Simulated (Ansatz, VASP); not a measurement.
## BAs in VASP and in Ansatz

Contents of INCAR:

```
SYSTEM = BAs
PREC = Accurate
ENCUT = 520
EDIFF = 1E-8
ISMEAR = -1
SIGMA = 0.03
LREAL = .FALSE.
LASPH = .TRUE.
NELM = 60
ALGO = Normal
ISIF = 2
LWAVE = .FALSE.
LCHARG = .FALSE.
LEFG = .TRUE.
NBANDS = 11
```

Contents of KPOINTS:

```
regular mesh
0
G
  15 15 15
  0 0 0
```

The input POSCAR:

```
BAs
1.0
    0.0000000000      2.4043183418      2.4043183418
    2.4043183418      0.0000000000      2.4043183418
    2.4043183418      2.4043183418      0.0000000000
B As
1 1
Direct
    0.0000000000      0.0000000000      0.0000000000
    0.7500000000      0.7500000000      0.7500000000
```

Input for Ansatz:

```yaml
crystal:
  lattice:
    - [0.0, 2.4043183418, 2.4043183418]
    - [2.4043183418, 0.0, 2.4043183418]
    - [2.4043183418, 2.4043183418, 0.0]
  atoms:
    - { symbol: B, position: [0.0, 0.0, 0.0] }
    - { symbol: As, position: [0.75, 0.75, 0.75] }
kpoints:
  mp_grid: { grid: [15, 15, 15] }
scf:
  occupations: { method: fermi_dirac, width: 0.03 }
hamiltonian:
  xc: lda
  pseudopotentials: { kind: paw }
output:
  forces: true
  stress: true
  eigenvalues: true
  efg: { contact_densities: true }
  write_density: true
  write_potential: true
  elf: true
  volumetric_format: npy
```

Change from the starting cell: volume scaled by 1.02, PAW files.

Alike in both runs: task electric field gradients; functional LDA; k mesh 15 × 15 × 15; occupations fermi-dirac, width 0.03 eV; no spin polarisation.

|  | VASP | Ansatz |
| --- | --- | --- |
| version | VASP 6.6.1 | Ansatz 0.2.0 |
| potentials or method | VASP PAW LDA potentials, release 64 (B, As) | PAW with Ansatz's default frozen-core files, scalar-relativistic |
| plane-wave cutoff (eV) | 520 | 420 |
| valence electrons in the cell | 8 | 18 |

```tsv
	VASP	Ansatz	Ansatz less VASP
gap on the k mesh at the Fermi level (eV)	1.14	1.15	+0.007
pressure (GPa)	-5.6	-6.4	-0.77
```

LDA's correlation is that of Perdew and Zunger in VASP and of Perdew and Wang (1992) in Ansatz. VASP's potentials hold 8 valence electrons a cell and Ansatz's 18, so a difference there can come from the potentials and not from the codes.
